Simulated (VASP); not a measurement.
Sr: single point with PBE

The system is Sr.

```
Sr
1.0
     3.35159    0.00000    0.00000
    -1.67579    2.90256    0.00000
     0.00000    0.00000   10.92414
Sr
4
Direct
  0.00000 0.00000 0.00000
  0.00000 0.00000 0.50000
  0.33333 0.66667 0.25000
  0.66667 0.33333 0.75000
```

```yaml
Program: VASP 6.6.1
Task: single point
Functional: PBE
Potentials_or_basis: VASP PAW PBE potentials, release 64 (Sr_sv)
Cutoff: 520 eV
k_mesh: 11 × 11 × 3
Occupations: fermi-dirac, width 0.08 eV
Spin: no spin polarisation
Dipole_correction: no
Further_INCAR_settings: ALGO = Normal; EDIFF = 1e-07; NBANDS = 28
```

| Quantity | Value |
| --- | --- |
| Pressure | 24.2 GPa |
| Band gap on the k mesh | zero (band 20 reaches 5.19 eV, above the bottom of band 21 at 4.46 eV) |

Levels at points of the mesh, in eV from the Fermi level:
```tsv
k point	band 18	band 19	band 20	band 21	band 22	band 23
(0.00, 0.00, 0.00)	-2.25	-2.22	-1.48	1.83	1.88	2.77
```

Wall time 92 s on 1 thread of Intel(R) Xeon(R) Platinum 8375C CPU @ 2.90GHz (Ice Lake), on a shared host, peak memory 0.27 GiB.
